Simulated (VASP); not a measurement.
**Si: single point with PBE**

Si:

```
CELL_PARAMETERS angstrom
4.02459 0.00000 0.00000
-2.01229 3.48540 0.00000
0.00000 0.00000 6.28914
ATOMIC_POSITIONS crystal
Si 0.33333 0.66667 0.05975
Si 0.66667 0.33333 0.55975
Si 0.33333 0.66667 0.44025
Si 0.66667 0.33333 0.94025
```

This isn't the form of Si at room conditions, which is diamond.

```json
{"Program": "VASP 6.6.1", "Task": "single point", "Functional": "PBE", "Potentials or basis": "VASP PAW PBE potentials, release 64 (Si)", "Cutoff": "500 eV", "k mesh": "18 × 18 × 9", "Occupations": "gaussian, width 0.02 eV", "Spin": "no spin polarisation"}
```

| Property | Result |
| --- | --- |
| Pressure | -5.6 GPa |
| Band gap on the k mesh | 0.22 eV |

Forces on the atoms (eV/Å):
```
Si   0.000  0.000  0.002
Si   0.000  0.000  0.002
Si   0.000  0.000 -0.002
Si   0.000  0.000 -0.002
```

Stress tensor (GPa, compression positive):
```
-8.39  0.00  0.00
 0.00 -8.39  0.00
 0.00  0.00 -0.04
```

Levels at points of the mesh, in eV from the valence-band top:
| k point | band 5 | band 6 | band 7 | band 8 | band 9 | band 10 | band 11 | band 12 |
| --- | --- | --- | --- | --- | --- | --- | --- | --- |
| (0.00, 0.00, 0.00) | -1.61 | 0.00 | 0.00 | 0.00 | 0.22 | 1.88 | 1.88 | 2.32 |
| (0.50, 0.00, 0.00) | -4.17 | -2.92 | -2.57 | -1.23 | 0.39 | 2.30 | 3.17 | 3.45 |

It took 2.2 min on 1 thread of Intel(R) Xeon(R) Platinum 8488C (Sapphire Rapids), on a shared host, peak memory 0.31 GiB.

Caveat: the cell stands under tension; an odd mesh through Γ misses points on the zone boundary, where band edges can lie.
